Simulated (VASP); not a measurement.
# ZnSn24O48 (a cell with a defect) in VASP: single point with PBEsol

Aim: the single point of ZnSn24O48 (a cell with a defect) with PBEsol.

Program: VASP 6.6.1. These are calculated values, not measurements. Logs are shortened: lines on timing, memory, paths and dates and some standing lists are left out, and cuts for length are marked.

### Step 1. The cell of the first run

The cell holds a defect, 73 atoms: a = 9.538 Å, b = 9.538 Å, c = 9.636 Å, α = 90.00°, β = 90.00°, γ = 90.00°.

### Step 2. Single point, PBEsol

INCAR

```
ALGO = Normal ; EDIFF = 1E-6
ENCUT = 520 ; GGA = PS
GGA_COMPAT = False ; ISIF = 2
ISMEAR = -1 ; ISYM = -1
LASPH = True ; LCHARG = False
LREAL = Auto ; LWAVE = False
NBANDS = 360 ; NELECT = 634.0
NELM = 120 ; PREC = Accurate
SIGMA = 0.05
```

KPOINTS

```
explicit points
1
Reciprocal
  0.25000000   0.25000000   0.25000000 1
```

POSCAR

```
ZnSn24O48
1.0
    9.5380920000      0.0000000000      0.0000000000
    0.0000000000      9.5380920000      0.0000000000
    0.0000000000      0.0000000000      9.6363030000
Sn O Zn
24 48 1
Direct
    0.9985630000      0.0016400000      0.0006460000
    0.0065970000      0.9998320000      0.3298310000
    0.0030980000      0.0006610000      0.6679760000
    0.9979090000      0.5018760000      0.0006220000
    0.0005350000      0.4983020000      0.3325330000
    0.0253150000      0.4963590000      0.6714910000
    0.5022280000      0.9987490000      0.0006400000
    0.4941620000      0.0005320000      0.3298200000
    0.4976890000      0.9997250000      0.6679660000
    0.5028560000      0.4985230000      0.0006250000
    0.5002320000      0.5019960000      0.3325270000
    0.4754660000      0.5040320000      0.6714720000
    0.2520980000      0.2526640000      0.1660760000
    0.2506670000      0.2469270000      0.4983790000
    0.2499840000      0.2436520000      0.8368030000
    0.2486730000      0.7477100000      0.1660870000
    0.2501040000      0.7534300000      0.4983810000
    0.2508050000      0.7567210000      0.8368110000
    0.7521470000      0.2523180000      0.1658340000
    0.7467260000      0.2268530000      0.4947890000
    0.7483320000      0.2488720000      0.8343010000
    0.7486200000      0.7480300000      0.1658660000
    0.7540380000      0.7735160000      0.4948170000
    0.7524660000      0.7515480000      0.8343190000
    0.1531120000      0.1526240000      0.0024040000
    0.1547240000      0.1544520000      0.3321440000
    0.1522260000      0.1541120000      0.6663170000
    0.1500040000      0.6548920000      0.9989030000
    0.1507800000      0.6535890000      0.3345160000
    0.1630770000      0.6539510000      0.6683170000
    0.6523190000      0.1549880000      0.0003720000
    0.6494020000      0.1508730000      0.3266950000
    0.6530610000      0.1511730000      0.6679790000
    0.6559250000      0.6509200000      0.9979340000
    0.6578170000      0.6535360000      0.3405520000
    0.6478690000      0.6577260000      0.6619570000
    0.3507510000      0.3455010000      0.9988970000
    0.3500140000      0.3467320000      0.3345180000
    0.3376880000      0.3464290000      0.6682950000
    0.3476690000      0.8477570000      0.0024290000
    0.3460080000      0.8459440000      0.3321540000
    0.3486560000      0.8461680000      0.6663170000
    0.8449030000      0.3494170000      0.9979360000
    0.8429890000      0.3467490000      0.3404980000
    0.8528420000      0.3427540000      0.6619200000
    0.8484420000      0.8454280000      0.0004220000
    0.8512650000      0.8495740000      0.3267210000
    0.8477460000      0.8492150000      0.6679890000
    0.0960340000      0.4030180000      0.1663390000
    0.0999210000      0.4031580000      0.4981190000
    0.1006140000      0.3998540000      0.8401360000
    0.0983320000      0.9030270000      0.1644220000
    0.0969340000      0.9027850000      0.5003290000
    0.0965530000      0.9049950000      0.8341040000
    0.6002900000      0.4059850000      0.1683750000
    0.5953600000      0.3999130000      0.5057920000
    0.5980240000      0.4085700000      0.8250440000
    0.5962430000      0.9007130000      0.1674280000
    0.5971740000      0.9127220000      0.4980580000
    0.5975470000      0.9018290000      0.8325050000
    0.4023780000      0.0972950000      0.1644130000
    0.4038150000      0.0975560000      0.5003250000
    0.4042650000      0.0954170000      0.8340960000
    0.4047470000      0.5973530000      0.1663560000
    0.4008850000      0.5972220000      0.4980900000
    0.4000840000      0.6004570000      0.8401440000
    0.9045280000      0.0996480000      0.1674290000
    0.9036620000      0.0877360000      0.4980670000
    0.9032180000      0.0985610000      0.8325020000
    0.9004800000      0.5943610000      0.1683880000
    0.9054200000      0.6004960000      0.5057770000
    0.9028220000      0.5918650000      0.8250260000
    0.7503610000      0.5002360000      0.5902080000
```

Potentials or basis: VASP PAW PBE potentials, release 64 (Sn_d, O, Zn).

The run is started by

```bash
cat potpaw_PBE.64/Sn_d/POTCAR potpaw_PBE.64/O/POTCAR potpaw_PBE.64/Zn/POTCAR > POTCAR
mpirun -np 1 vasp_std > vasp.out
```

OUTCAR:

```text
EDIFF = 1E-6
   ENCUT = 520
   GGA = PS
   ISIF = 2
   ISMEAR = -1
   ISYM = -1
   LASPH = True
   LREAL = Auto
   NELECT = 634.0
   NELM = 120
   PREC = Accurate

 ion  position               nearest neighbor table
   1  0.999  0.002  0.001-  25 2.06  67 2.06  46 2.07  52 2.07  54 2.07  69 2.08   2 3.17   3 3.21
                            15 3.68  18 3.71  24 3.71  19 3.71  21 3.72  22 3.75  16 3.75  13 3.76
   2  0.007  1.000  0.330-  52 2.04  26 2.04  47 2.06  68 2.07  53 2.07  67 2.07   1 3.17   3 3.26
                            23 3.60  20 3.66  17 3.68  16 3.69  14 3.69  13 3.71
   3  0.003  0.001  0.668-  27 2.04  54 2.05  68 2.07  48 2.07  53 2.07  69 2.07   1 3.21   2 3.26
                            23 3.62  20 3.66  15 3.68  18 3.69  14 3.71  17 3.71  24 3.73  21 3.75
   4  0.998  0.502  0.001-  28 2.06  43 2.06  70 2.06  51 2.07  49 2.08  72 2.10   6 3.18   5 3.20
                            19 3.70  22 3.70  24 3.70  16 3.71  21 3.75  13 3.75
   5  0.001  0.498  0.333-  49 2.05  29 2.06  70 2.06  50 2.07  44 2.09  71 2.14   4 3.20   6 3.27
                            19 3.70  13 3.72  16 3.72  14 3.74  22 3.75
   6  0.025  0.496  0.671-  30 2.00  51 2.00  50 2.02  72 2.09  71 2.20  45 2.20  73 2.74   4 3.18
                             5 3.27  15 3.60  14 3.61  18 3.65  17 3.66
   7  0.502  0.999  0.001-  40 2.06  58 2.06  31 2.07  61 2.07  63 2.07  60 2.08   8 3.17   9 3.21
                            18 3.68  15 3.71  21 3.71  22 3.71  24 3.72  19 3.75  13 3.75  16 3.76
   8  0.494  0.001  0.330-  61 2.04  41 2.04  32 2.06  59 2.07  62 2.07  58 2.07   7 3.17   9 3.26
                            20 3.60  23 3.66  14 3.68  13 3.69  17 3.69  16 3.71
   9  0.498  1.000  0.668-  42 2.04  63 2.05  59 2.07  62 2.07  33 2.07  60 2.07   7 3.21   8 3.26
                            20 3.62  23 3.66  18 3.68  15 3.69  17 3.71  14 3.71  21 3.73  24 3.75
  10  0.503  0.499  0.001-  37 2.06  34 2.06  55 2.06  66 2.07  64 2.08  57 2.10  12 3.18  11 3.20
                            22 3.70  19 3.70  21 3.70  13 3.71  24 3.75  16 3.75
  11  0.500  0.502  0.333-  64 2.05  38 2.06  55 2.06  65 2.07  35 2.09  56 2.14  10 3.20  12 3.27
                            22 3.70  16 3.72  13 3.72  17 3.74  19 3.74
[... 57 lines left out ...]
  56  0.595  0.400  0.506-  73 1.94  11 2.14  20 2.20  12 2.20
  57  0.598  0.409  0.825-  21 2.09  12 2.09  10 2.10
  58  0.596  0.901  0.167-  22 2.06   7 2.06   8 2.07
  59  0.597  0.913  0.498-  23 2.00   9 2.07   8 2.07
  60  0.598  0.902  0.833-  24 2.06   9 2.07   7 2.08
  61  0.402  0.097  0.164-   8 2.04  13 2.06   7 2.07
  62  0.404  0.098  0.500-  14 2.04   9 2.07   8 2.07
  63  0.404  0.095  0.834-  15 2.04   9 2.05   7 2.07
  64  0.405  0.597  0.166-  11 2.05  16 2.07  10 2.08
  65  0.401  0.597  0.498-  12 2.02  11 2.07  17 2.07
  66  0.400  0.600  0.840-  12 2.00  18 2.06  10 2.07
  67  0.905  0.100  0.167-  19 2.06   1 2.06   2 2.07
  68  0.904  0.088  0.498-  20 2.00   3 2.07   2 2.07
  69  0.903  0.099  0.833-  21 2.06   3 2.07   1 2.08
  70  0.900  0.594  0.168-  22 2.06   5 2.06   4 2.06
  71  0.905  0.600  0.506-  73 1.94   5 2.14  23 2.20   6 2.20
  72  0.903  0.592  0.825-   6 2.09  24 2.09   4 2.10
  73  0.750  0.500  0.590-  45 1.92  36 1.92  56 1.94  71 1.94  12 2.74   6 2.74  23 2.76  20 2.77
                            24 3.36  21 3.36

IMPORTANT INFORMATION: All symmetrisations will be switched off!
NOSYMM: (Re-)initialisation of all symmetry stuff for point group C_1.

----------------------------------------------------------------------------------------

                                     Primitive cell

  volume of cell :     876.6646

  direct lattice vectors                    reciprocal lattice vectors
     9.538092000  0.000000000  0.000000000     0.104842771  0.000000000  0.000000000
     0.000000000  9.538092000  0.000000000     0.000000000  0.104842771  0.000000000
     0.000000000  0.000000000  9.636303000     0.000000000  0.000000000  0.103774238

  length of vectors
     9.538092000  9.538092000  9.636303000     0.104842771  0.104842771  0.103774238

  position of ions in fractional coordinates (direct lattice)
     0.998563000  0.001640000  0.000646000
     0.006597000  0.999832000  0.329831000
     0.003098000  0.000661000  0.667976000
     0.997909000  0.501876000  0.000622000
     0.000535000  0.498302000  0.332533000
     0.025315000  0.496359000  0.671491000
[... 65 lines left out ...]
     0.902822000  0.591865000  0.825026000
     0.750361000  0.500236000  0.590208000

  ion indices of the primitive-cell ions
   primitive index   ion index
                 1           1
                 2           2
                 3           3
                 4           4
                 5           5
                 6           6
[... 65 lines left out ...]
                72          72
                73          73

----------------------------------------------------------------------------------------

 KPOINTS: explicit points

Read explicit list of k-points.

 Found      1 k-points:

 Following reciprocal coordinates:
            Coordinates               Weight
  0.250000  0.250000  0.250000      1.000000
   k-points           NKPTS =      1   k-points in BZ     NKDIM =      1   number of bands    NBANDS=    360
   number of dos      NEDOS =    301   number of ions     NIONS =     73
   total plane-waves  NPLWV = 373248
   dimension x,y,z NGX =    72 NGY =   72 NGZ =   72
   dimension x,y,z NGXF=   144 NGYF=  144 NGZF=  144
   ions per type =              24  48   1
   NGX,Y,Z   is equivalent  to a cutoff of  12.55, 12.55, 12.42 a.u.
   NGXF,Y,Z  is equivalent  to a cutoff of  25.10, 25.10, 24.84 a.u.
 SYSTEM =  unknown system
   PREC   = accura    normal or accurate (medium, high low for compatibility)
   ISTART =      0    job   : 0-new  1-cont  2-samecut
   ICHARG =      2    charge: 1-file 2-atom 10-const
   ISPIN  =      1    spin polarized calculation?
   LNONCOLLINEAR =      F non collinear calculations
   LSORBIT =      F    spin-orbit coupling
   LASPH  =      T    aspherical Exc in radial PAW
   ENCUT  =  520.0 eV  38.22 Ry    6.18 a.u.  17.73 17.73 17.92*2*pi/ulx,y,z
   NELM   =    120;   NELMIN=  2; NELMDL= -5     # of ELM steps
   EDIFF  = 0.1E-05   stopping-criterion for ELM
   LREAL  =      T    real-space projection
   EDIFFG = 0.1E-04   stopping-criterion for IOM
   NSW    =      0    number of steps for IOM
   IBRION =     -1    ionic relax: 0-MD 1-quasi-New 2-CG
   NFREE  =      0    steps in history (QN), initial steepest desc. (CG)
   ISIF   =      2    stress and relaxation
   ISYM   =     -1    0-nonsym 1-usesym 2-fastsym
   POTIM  = 0.5000    time-step for ionic-motion
   TEBEG  =    0.0;   TEEND  =   0.0 temperature during run
   PSTRESS=    0.0 pullay stress
   NELECT =     634.0000    total number of electrons
   NUPDOWN=      -1.0000    fix difference up-down
   EMIN   =  10.00;   EMAX   =-10.00  energy-range for DOS
   EFERMI =   0.00;   METHOD = LEGACY
   ISMEAR =    -1;   SIGMA  =   0.05  broadening in eV -4-tet -1-fermi 0-gaus
   EFERMI_NEDOS =   21; number of points for ismear=-14 and -15
   IALGO  =     38    algorithm
   IMIX   =      4    mixing-type and parameters
     AMIX     =   0.40;   BMIX     =  1.00
     AMIX_MAG =   1.60;   BMIX_MAG =  1.00
  volume/ion in A,a.u.               =      12.01        81.04
  Fermi-wavevector in a.u.,A,eV,Ry     =   1.469468  2.776892 29.379548  2.159336
  Thomas-Fermi vector in A             =   2.584842
   LORBIT       =      0    0 simple, 1 ext, 2 COOP (PROOUT), +10 PAW based schemes
   GGA     = PS    functional components
   LHFCALC =     F    Hartree Fock is set to
   AEXX    =    0.0000 exact exchange contribution
   IVDW    =     0    specifies the selected vdW correction
   LEPSILON=     F    determine dielectric tensor
   LRPA    =     F    only Hartree local field effects (RPA)
 non-spin polarized calculation
  energy-cutoff  :      520.00
  volume of cell :      876.66
 maximum number of plane-waves:     23594
 NGX is ok and might be reduce to    70
   NGX = 35   NGY = 35   NGZ = 35

 number of electron     633.9999993 magnetization

 Free energy of the ion-electron system (eV)
  ---------------------------------------------------
  ext. energy  EPLUGINS =         0.00000000
  ---------------------------------------------------
  free energy    TOTEN  =      -491.71353860 eV

  energy without entropy =     -491.71353860  energy(sigma->0) =     -491.71353860

 E-fermi :   6.7749     XC(G=0): -11.4909

 val. band max:        5.7095674381   @ k =   0.2500   0.2500   0.2500
 cond. band min:       7.8413545228   @ k =   0.2500   0.2500   0.2500
 fundamental gap:      2.1317870848
 Fermi energy:         6.7748586766

 k-point     1 :       0.2500    0.2500    0.2500
  band No.  band energies     occupation
      1     -15.1126      2.00000
      2     -15.0662      2.00000
      3     -15.0580      2.00000
      4     -15.0372      2.00000
      5     -15.0185      2.00000
      6     -14.9998      2.00000
[... 321 lines left out ...]
    328      10.7560      0.00000
    329      10.8304      0.00000
 [bands above 329 left out]

------------------------ aborting loop because EDIFF is reached ----------------------------------------

  FORCE on cell =-STRESS in cart. coord.  units (eV):
  Direction    XX          YY          ZZ          XY          YZ          ZX
  --------------------------------------------------------------------------------------
  -------------------------------------------------------------------------------------
  Total       -8.6411037     -8.2626353    -11.4849853      0.0149486     -0.2905687     -0.3000747
  in kB      -15.7923347    -15.1006522    -20.9897644      0.0273199     -0.5310384     -0.5484114
  external PRESSURE =     -17.2942505 kB  Pullay stress =       0.0000000 kB

 VOLUME and BASIS-vectors are now :
 -----------------------------------------------------------------------------
  energy-cutoff  :      520.00
  volume of cell :      876.66
      direct lattice vectors                 reciprocal lattice vectors
     9.538092000  0.000000000  0.000000000     0.104842771  0.000000000  0.000000000
     0.000000000  9.538092000  0.000000000     0.000000000  0.104842771  0.000000000
     0.000000000  0.000000000  9.636303000     0.000000000  0.000000000  0.103774238

 POSITION                                       TOTAL-FORCE (eV/Angst)
 -----------------------------------------------------------------------------------
      9.52439      0.01564      0.00623        -0.006293      0.003244      0.003398
      0.06292      9.53649      3.17835         0.000110     -0.006259      0.002800
      0.02955      0.00630      6.43682         0.008069      0.000573     -0.004546
      9.51815      4.78694      0.00599        -0.009887      0.008744      0.008036
      0.00510      4.75285      3.20439        -0.010705     -0.002148     -0.001189
      0.24146      4.73432      6.47069         0.008438     -0.009605      0.002792
[... 65 lines left out ...]
      8.61120      5.64526      7.95020        -0.011889      0.011078      0.002032
      7.15701      4.77130      5.68742        -0.001755     -0.002018     -0.010506
 -----------------------------------------------------------------------------------
    total drift:                               -0.013677     -0.010376      0.001408

  FREE ENERGIE OF THE ION-ELECTRON SYSTEM (eV)
  ---------------------------------------------------
  free  energy   TOTEN  =      -491.7135386041 eV

  energy  without entropy=     -491.7135386016  energy(sigma->0) =     -491.71353860
```

Run time: 11 min. Hardware: 1 thread of AMD EPYC 7R13 (Zen 3), shared host; peak memory 0.83 GiB.

What came out:

* Free energy: -491.7135 eV
* Largest force: 0.076 eV/Å

Forces in eV/Å, atoms in the order of the input:
```
Sn  -0.006  0.003  0.003
Sn   0.000 -0.006  0.003
Sn   0.008  0.001 -0.005
Sn  -0.010  0.009  0.008
Sn  -0.011 -0.002 -0.001
Sn   0.008 -0.010  0.003
Sn   0.007 -0.001  0.007
Sn  -0.002  0.009  0.007
Sn  -0.003 -0.003 -0.004
Sn   0.010 -0.005  0.002
Sn   0.010  0.007 -0.008
Sn  -0.012  0.007  0.004
Sn   0.005  0.012 -0.003
Sn   0.004 -0.004  0.001
Sn  -0.007 -0.001 -0.002
Sn  -0.003 -0.011 -0.003
Sn   0.000  0.007  0.002
Sn   0.005 -0.004 -0.001
Sn   0.006  0.005  0.000
Sn  -0.006 -0.011  0.004
Sn  -0.004  0.002  0.001
Sn  -0.006 -0.010 -0.002
Sn   0.003  0.010  0.006
Sn   0.006  0.001  0.001
O   -0.013 -0.014  0.002
O   -0.013 -0.008  0.001
O   -0.008 -0.004  0.000
O   -0.015 -0.016 -0.005
O   -0.011 -0.013  0.003
O    0.005  0.005 -0.001
O   -0.017 -0.017  0.001
O   -0.021 -0.010 -0.014
O   -0.006 -0.001  0.001
O   -0.011 -0.019 -0.008
O   -0.010 -0.017  0.004
O   -0.046  0.045  0.039
O    0.016  0.014 -0.007
O    0.009  0.011  0.003
O   -0.003 -0.002 -0.002
O    0.018  0.016  0.001
O    0.012  0.007  0.002
O    0.004  0.005  0.000
O    0.010  0.019 -0.007
O    0.009  0.020  0.004
O    0.053 -0.042  0.036
O    0.015  0.014  0.000
O    0.018  0.007 -0.012
O    0.006 -0.001  0.002
O    0.015 -0.013 -0.002
O   -0.001 -0.007 -0.006
O    0.007 -0.012  0.011
O    0.017 -0.013 -0.003
O    0.003 -0.006  0.001
O    0.007 -0.010 -0.001
O    0.016 -0.007  0.007
O   -0.047 -0.040 -0.042
O    0.012 -0.007  0.001
O    0.013 -0.013  0.002
O   -0.002  0.007  0.002
O    0.009 -0.009 -0.002
O   -0.014  0.014 -0.001
O   -0.003  0.005  0.001
O   -0.005  0.008  0.000
O   -0.016  0.014 -0.002
O    0.000  0.006 -0.004
O   -0.003  0.016  0.011
O   -0.014  0.014  0.004
O    0.003 -0.008  0.001
O   -0.011  0.008 -0.001
O   -0.016  0.008  0.006
O    0.041  0.034 -0.041
O   -0.012  0.011  0.002
Zn  -0.002 -0.002 -0.011
```

Caveat: the cell carries a net charge on a neutralising background, which shifts energy and pressure; the cell is charged against a uniform background, so pressure and absolute levels hang on convention; the PAW data sets were made with another functional, which shifts forces and pressure a little; spin-orbit coupling is left out, which moves the levels of the heavy elements.
